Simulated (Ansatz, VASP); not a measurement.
**One calculation of LuH2, two programs**

File INCAR:

```
SYSTEM = LuH2
  PREC = Accurate
  ENCUT = 520
  EDIFF = 1E-8
  ISMEAR = -1
  SIGMA = 0.02
  LREAL = .FALSE.
  LASPH = .TRUE.
  NELM = 120
  ALGO = Normal
  ISIF = 2
  LWAVE = .FALSE.
  LCHARG = .FALSE.
  GGA = CA
  LEFG = .TRUE.
  NBANDS = 20
  GGA_COMPAT = .FALSE.
```

The input KPOINTS:

```
regular mesh
0
G
  8 8 8
  0 0 0
```

Contents of POSCAR:

```
LuH2
1.0
    0.0000000000      2.5248605265      2.5248605265
    2.5248605265      0.0000000000      2.5248605265
    2.5248605265      2.5248605265      0.0000000000
Lu H
1 2
Direct
    0.0000000000      0.0000000000      0.0000000000
    0.2500000000      0.2500000000      0.2500000000
    0.7500000000      0.7500000000      0.7500000000
```

Input for Ansatz:

```yaml
crystal:
  lattice:
    - [0.0, 2.5248605265, 2.5248605265]
    - [2.5248605265, 0.0, 2.5248605265]
    - [2.5248605265, 2.5248605265, 0.0]
  atoms:
    - { symbol: Lu, position: [0.0, 0.0, 0.0] }
    - { symbol: H, position: [0.25, 0.25, 0.25] }
    - { symbol: H, position: [0.75, 0.75, 0.75] }
kpoints:
  mp_grid: { grid: [8, 8, 8] }
scf:
  occupations: { method: fermi_dirac, width: 0.02 }
hamiltonian:
  xc: lda
  pseudopotentials: { kind: paw }
output:
  forces: true
  stress: true
  eigenvalues: true
  efg: { contact_densities: true }
```

Change from the starting cell: volume scaled by 1.01, PAW files.

Alike in both runs: task electric field gradients; functional LDA; k mesh 8 × 8 × 8; occupations fermi-dirac, width 0.02 eV; no spin polarisation.

```csv
,VASP,Ansatz
version,VASP 6.6.1,Ansatz 0.2.0
potentials or method,"VASP PAW PBE potentials, release 64 (Lu, H)","PAW with Ansatz's default frozen-core files, scalar-relativistic"
plane-wave cutoff (eV),520,420
valence electrons in the cell,27,27
```

VASP gave:

| Item | Value |
| --- | --- |
| pressure (GPa) | -7.0 |

Q: What did Ansatz give for the same quantities?

A: Pressure (GPa): -7.5.

VASP's potentials were made for PBE, not for LDA. LDA's correlation is that of Perdew and Zunger in VASP and of Perdew and Wang (1992) in Ansatz.

Neither program's run includes spin-orbit coupling.
